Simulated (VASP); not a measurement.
## HfO2: single point with PBEsol

The system is HfO2.

```
Hf O
1.0
     5.22824    0.00000    0.00000
     0.00000    5.01737    0.00000
     0.00000    0.00000    5.04134
Hf O
4 8
Direct
  0.03290 0.26755 0.24132
  0.46710 0.26755 0.74132
  0.53290 0.73245 0.24132
  0.96710 0.73245 0.74132
  0.36800 0.07171 0.27574
  0.13200 0.07171 0.77574
  0.74601 0.45970 0.49094
  0.75399 0.45970 0.99094
  0.25399 0.54030 0.99094
  0.24601 0.54030 0.49094
  0.86800 0.92829 0.27574
  0.63200 0.92829 0.77574
```

```yaml
Program: VASP 6.6.1
Task: single point
Functional: PBEsol
Potentials_or_basis: VASP PAW PBE potentials, release 64 (Hf_pv, O)
Cutoff: 520 eV
k_mesh: 4 × 4 × 6
Occupations: gaussian, width 0.01 eV
Spin: no spin polarisation
Dipole_correction: no
Further_INCAR_settings: ALGO = Normal; EDIFF = 1e-06; NBANDS = 56
```

The pressure is 1.3 GPa, the largest force is 2.029 eV/Å and the band gap on the k mesh is 4.22 eV, indirect (least direct gap 4.34 eV).

Forces on the atoms (eV/Å):
```
Hf  -0.090  1.985 -0.413
Hf   0.090  1.985 -0.413
Hf  -0.090 -1.985 -0.413
Hf   0.090 -1.985 -0.413
O   -0.027  1.358  0.462
O    0.027  1.358  0.462
O   -0.018 -0.198 -0.048
O    0.018 -0.198 -0.048
O    0.018  0.198 -0.048
O   -0.018  0.198 -0.048
O   -0.027 -1.358  0.462
O    0.027 -1.358  0.462
```

Stress tensor (GPa, compression positive):
```
 2.87  0.00  0.00
 0.00  3.56  0.00
 0.00  0.00 -2.65
```

Levels at points of the mesh, in eV from the valence-band top:
| k point | band 42 | band 43 | band 44 | band 45 | band 46 | band 47 |
| --- | --- | --- | --- | --- | --- | --- |
| (0.00, 0.00, 0.00) | -0.35 | -0.13 | -0.12 | 4.22 | 5.25 | 5.59 |
| (0.50, 0.00, 0.00) | -0.50 | -0.29 | -0.29 | 4.99 | 4.99 | 5.57 |
| (0.00, 0.50, 0.00) | -0.11 | -0.06 | 0.00 | 4.71 | 5.14 | 5.22 |
| (0.50, 0.50, 0.00) | -0.56 | -0.26 | -0.26 | 5.27 | 5.27 | 5.66 |
| (0.00, 0.00, 0.50) | -0.63 | -0.21 | -0.21 | 5.47 | 5.47 | 5.54 |
| (0.50, 0.00, 0.50) | -0.64 | -0.64 | -0.64 | 5.72 | 5.72 | 5.72 |
| (0.00, 0.50, 0.50) | -0.78 | -0.31 | -0.31 | 5.09 | 5.09 | 5.35 |
| (0.50, 0.50, 0.50) | -0.81 | -0.81 | -0.81 | 5.57 | 5.57 | 5.57 |

It took 3.2 min on 1 thread of AMD EPYC 9R14 (Zen 4), with other jobs on the host, peak memory 0.32 GiB.

Caveat: the PAW data sets were made with another functional, which shifts forces and pressure a little; spin-orbit coupling is left out, which moves the levels of the heavy elements. A k mesh can miss the band edges.
